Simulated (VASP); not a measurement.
# Ir (Fm-3m) in VASP: further runs, part 2 of 2

VASP 6.6.1. The steps go on from the part before.

## (4) Relaxation of cell and atoms, PBE

INCAR

```
  PREC = Accurate
  ENCUT = 600
  EDIFF = 1E-6
  ISMEAR = 0
  SIGMA = 0.1
  LREAL = F
  LASPH = T
  NELM = 60
  ALGO = Fast
  ISIF = 3
  LWAVE = F
  LCHARG = F
  GGA = PE
  IBRION = 2
  NSW = 100
  EDIFFG = -0.005
```

KPOINTS

```
Automatic mesh
0
Gamma
  18 18 18
```

POSCAR

```
Ir
1.0
    0.0000000000      1.9379712974      1.9379712974
    1.9379712974      0.0000000000      1.9379712974
    1.9379712974      1.9379712974      0.0000000000
Ir
1
Direct
    0.0000000000      0.0000000000      0.0000000000
```

Potentials or basis: VASP PAW PBE potentials, release 64 (Ir).

On the command line:

```bash
$ cat potpaw_PBE.64/Ir/POTCAR > POTCAR
$ mpirun -np 1 vasp_std > vasp.out
```

OUTCAR:

```text
PREC = Accurate
   ENCUT = 600
   EDIFF = 1E-6
   ISMEAR = 0
   LREAL = F
   LASPH = T
   NELM = 60
   ISIF = 3
   GGA = PE
   IBRION = 2
   NSW = 100
   EDIFFG = -0.005

 ion  position               nearest neighbor table
   1  0.000  0.000  0.000-

  LATTYP: Found a face centered cubic cell.
 ALAT       =     3.8759425948

  Lattice vectors:

 A1 = (   0.0000000000,   1.9379712974,   1.9379712974)
 A2 = (   1.9379712974,   0.0000000000,   1.9379712974)
 A3 = (   1.9379712974,   1.9379712974,   0.0000000000)

Analysis of symmetry for initial positions (statically):
=====================================================================
 Subroutine PRICEL returns:
 Original cell was already a primitive cell.

 Routine SETGRP: Setting up the symmetry group for a
 face centered cubic supercell.

 Subroutine GETGRP returns: Found 48 space group operations
 (whereof 48 operations were pure point group operations)
 out of a pool of 48 trial point group operations.

The static configuration has the point symmetry O_h .

Analysis of symmetry for dynamics (positions and initial velocities):
=====================================================================
 Subroutine PRICEL returns:
 Original cell was already a primitive cell.

 Routine SETGRP: Setting up the symmetry group for a
 face centered cubic supercell.

 Subroutine GETGRP returns: Found 48 space group operations
 (whereof 48 operations were pure point group operations)
 out of a pool of 48 trial point group operations.

The dynamic configuration has the point symmetry O_h .

 Subroutine INISYM returns: Found 48 space group operations
 (whereof 48 operations are pure point group operations),
 and found     1 'primitive' translations

----------------------------------------------------------------------------------------

                                     Primitive cell

  volume of cell :      14.5570

  direct lattice vectors                    reciprocal lattice vectors
     0.000000000  1.937971297  1.937971297    -0.258001757  0.258001757  0.258001757
     1.937971297  0.000000000  1.937971297     0.258001757 -0.258001757  0.258001757
     1.937971297  1.937971297  0.000000000     0.258001757  0.258001757 -0.258001757

  length of vectors
     2.740705292  2.740705292  2.740705292     0.446872152  0.446872152  0.446872152

  position of ions in fractional coordinates (direct lattice)
     0.000000000  0.000000000  0.000000000

  ion indices of the primitive-cell ions
   primitive index   ion index
                 1           1

----------------------------------------------------------------------------------------

 KPOINTS: Automatic mesh

Automatic generation of k-mesh.
 Grid dimensions read from file:
 generate k-points for:   18   18   18

 Generating k-lattice:

  Cartesian coordinates                     Fractional coordinates (reciprocal lattice)
    -0.014333431  0.014333431  0.014333431     0.055555556  0.000000000  0.000000000
     0.014333431 -0.014333431  0.014333431     0.000000000  0.055555556  0.000000000
     0.014333431  0.014333431 -0.014333431     0.000000000  0.000000000  0.055555556

  Length of vectors
     0.024826231  0.024826231  0.024826231

  Shift w.r.t. Gamma in fractional coordinates (k-lattice)
     0.000000000  0.000000000  0.000000000

 Subroutine IBZKPT returns following result:
 ===========================================

 Found    195 irreducible k-points:

 Following reciprocal coordinates:
            Coordinates               Weight
  0.000000  0.000000  0.000000      1.000000
  0.055556  0.000000  0.000000      8.000000
  0.111111  0.000000  0.000000      8.000000
  0.166667  0.000000  0.000000      8.000000
  0.222222  0.000000  0.000000      8.000000
  0.277778  0.000000  0.000000      8.000000
[... 16 lines left out ...]
 -0.277778  0.055556  0.000000     24.000000
 -0.222222  0.055556  0.000000     24.000000
 [... further k-points ...]
   k-points           NKPTS =    195   k-points in BZ     NKDIM =    195   number of bands    NBANDS=      8
   number of dos      NEDOS =    301   number of ions     NIONS =      1
   total plane-waves  NPLWV =  13824
   dimension x,y,z NGX =    24 NGY =   24 NGZ =   24
   dimension x,y,z NGXF=    48 NGYF=   48 NGZF=   48
   ions per type =               1
   NGX,Y,Z   is equivalent  to a cutoff of  14.56, 14.56, 14.56 a.u.
   NGXF,Y,Z  is equivalent  to a cutoff of  29.12, 29.12, 29.12 a.u.
 SYSTEM =  unknown system
   PREC   = accura    normal or accurate (medium, high low for compatibility)
   ISTART =      0    job   : 0-new  1-cont  2-samecut
   ICHARG =      2    charge: 1-file 2-atom 10-const
   ISPIN  =      1    spin polarized calculation?
   LNONCOLLINEAR =      F non collinear calculations
   LSORBIT =      F    spin-orbit coupling
   LASPH  =      T    aspherical Exc in radial PAW
   ENCUT  =  600.0 eV  44.10 Ry    6.64 a.u.   5.47  5.47  5.47*2*pi/ulx,y,z
   NELM   =     60;   NELMIN=  2; NELMDL= -5     # of ELM steps
   EDIFF  = 0.1E-05   stopping-criterion for ELM
   LREAL  =      F    real-space projection
   EDIFFG = -.5E-02   stopping-criterion for IOM
   NSW    =    100    number of steps for IOM
   IBRION =      2    ionic relax: 0-MD 1-quasi-New 2-CG
   NFREE  =      1    steps in history (QN), initial steepest desc. (CG)
   ISIF   =      3    stress and relaxation
   ISYM   =      2    0-nonsym 1-usesym 2-fastsym
   POTIM  = 0.5000    time-step for ionic-motion
   TEBEG  =    0.0;   TEEND  =   0.0 temperature during run
   PSTRESS=    0.0 pullay stress
   NELECT =       9.0000    total number of electrons
   NUPDOWN=      -1.0000    fix difference up-down
   EMIN   =  10.00;   EMAX   =-10.00  energy-range for DOS
   EFERMI =   0.00;   METHOD = LEGACY
   ISMEAR =     0;   SIGMA  =   0.10  broadening in eV -4-tet -1-fermi 0-gaus
   EFERMI_NEDOS =   21; number of points for ismear=-14 and -15
   IALGO  =     68    algorithm
   IMIX   =      4    mixing-type and parameters
     AMIX     =   0.40;   BMIX     =  1.00
     AMIX_MAG =   1.60;   BMIX_MAG =  1.00
  volume/ion in A,a.u.               =      14.56        98.24
  Fermi-wavevector in a.u.,A,eV,Ry     =   1.394649  2.635505 26.463964  1.945047
  Thomas-Fermi vector in A             =   2.518178
   LORBIT       =      0    0 simple, 1 ext, 2 COOP (PROOUT), +10 PAW based schemes
   GGA     = PE    functional components
   LHFCALC =     F    Hartree Fock is set to
   AEXX    =    0.0000 exact exchange contribution
   IVDW    =     0    specifies the selected vdW correction
   LEPSILON=     F    determine dielectric tensor
   LRPA    =     F    only Hartree local field effects (RPA)
 conjugate gradient relaxation of ions
 non-spin polarized calculation
 RMM-DIIS sequential band-by-band and
 Gauss-broadening in eV      SIGMA  =   0.10
  energy-cutoff  :      600.00
  volume of cell :       14.56
 maximum number of plane-waves:       531
 NGX is ok and might be reduce to    24
   NGX = 11   NGY = 11   NGZ = 11

--------------------------------------- Ionic step        1  -------------------------------------------

 number of electron       9.0000000 magnetization

 Free energy of the ion-electron system (eV)
  ---------------------------------------------------
  ext. energy  EPLUGINS =         0.00000000
  ---------------------------------------------------
  free energy    TOTEN  =        -8.85391067 eV

  energy without entropy =       -8.84850496  energy(sigma->0) =       -8.85120781

------------------------ aborting loop because EDIFF is reached ----------------------------------------

  FORCE on cell =-STRESS in cart. coord.  units (eV):
  Direction    XX          YY          ZZ          XY          YZ          ZX
  --------------------------------------------------------------------------------------
  -------------------------------------------------------------------------------------
  Total       -0.0840440     -0.0840440     -0.0840440      0.0000000      0.0000000      0.0000000
  in kB       -9.2500720     -9.2500720     -9.2500720      0.0000000      0.0000000      0.0000000
  external PRESSURE =      -9.2500720 kB  Pullay stress =       0.0000000 kB
[... 22 lines left out ...]
--------------------------------------- Ionic step        2  -------------------------------------------

 number of electron       9.0000000 magnetization

 E-fermi :  10.1562     XC(G=0): -13.8906

 val. band max:       10.1528188263   @ k =   0.5000   0.2222   0.1111
 cond. band min:      10.1610899566   @ k =   0.3333   0.1111   0.0556
 fundamental gap:      0.0082711303
 Fermi energy:        10.1561628041

 k-point     1 :       0.0000    0.0000    0.0000
  band No.  band energies     occupation
      1      -0.8196      2.00000
      2       6.3344      2.00000
      3       6.3344      2.00000
      4       6.3344      2.00000
      5       8.9538      2.00000
      6       8.9538      2.00000
      7      24.4811      0.00000
      8      29.9700      0.00000
[... 287 lines left out ...]
--------------------------------------- Ionic step        3  -------------------------------------------

 number of electron       9.0000000 magnetization

 Free energy of the ion-electron system (eV)
  ---------------------------------------------------
  ext. energy  EPLUGINS =         0.00000000
  ---------------------------------------------------
  free energy    TOTEN  =        -8.85401068 eV

  energy without entropy =       -8.84863259  energy(sigma->0) =       -8.85132164

 E-fermi :   9.9913     XC(G=0): -13.8335

 val. band max:        9.9886751476   @ k =   0.5000   0.2222   0.1111
 cond. band min:       9.9956236647   @ k =   0.3333   0.1111   0.0556
 fundamental gap:      0.0069485170
 Fermi energy:         9.9912864597

 k-point     1 :       0.0000    0.0000    0.0000
  band No.  band energies     occupation
      1      -0.8808      2.00000
      2       6.2265      2.00000
      3       6.2265      2.00000
      4       6.2265      2.00000
      5       8.8059      2.00000
      6       8.8059      2.00000
      7      24.3346      0.00000
      8      29.7667      0.00000
[... 281 lines left out ...]
  FREE ENERGIE OF THE ION-ELECTRON SYSTEM (eV)
  ---------------------------------------------------
  free  energy   TOTEN  =        -8.8540106793 eV

  energy  without entropy=       -8.8486325908  energy(sigma->0) =       -8.85132164

 reached required accuracy - stopping structural energy minimisation
```

CONTCAR:

```text
Ir
   1.00000000000000
     0.0000000000000000    1.9363105110603755    1.9363105110603755
     1.9363105110603755    0.0000000000000000    1.9363105110603755
     1.9363105110603755    1.9363105110603755    0.0000000000000000
  Ir
     1
Direct
     0.0000000000000000    0.0000000000000000    0.0000000000000000

  0.00000000E+00  0.00000000E+00  0.00000000E+00
```

Wall time 68 s (1 thread of Intel Xeon Platinum 8175M at 2.50GHz (Skylake/Cascade Lake), shared host); peak memory 0.17 GiB.

What came out:

```
Free energy                           : -8.8540 eV
Relaxed volume                        : 14.52 Å³/atom
Relaxed cell                          : a = 2.738 Å, b = 2.738 Å, c = 2.738 Å, α = 60.00°, β = 60.00°, γ = 60.00°
Space group after relaxing (to 0.1 Å) : Fm-3m (No. 225)
Energy gained by relaxing             : 0.1 meV/atom
Ionic steps                           : 3
Pressure after relaxing               : 0.0 GPa
Band gap on the k mesh                : zero (an odd number of electrons rules out a gap without spin polarisation)
```

The path:
```tsv
step	energy change (eV)	largest force (eV/Å)	pressure (GPa)	volume (Å³)
1	0.0000	0.0000	-0.93	14.56
2	0.0014	0.0000	3.49	14.38
3	-0.0001	0.0000	-0.05	14.52
```

Final structure:
```
Ir
1.0
     0.00000    1.93631    1.93631
     1.93631    0.00000    1.93631
     1.93631    1.93631    0.00000
Ir
1
Direct
  0.00000 0.00000 0.00000
```

Caveat: spin-orbit coupling is left out, which moves the levels of the heavy elements.
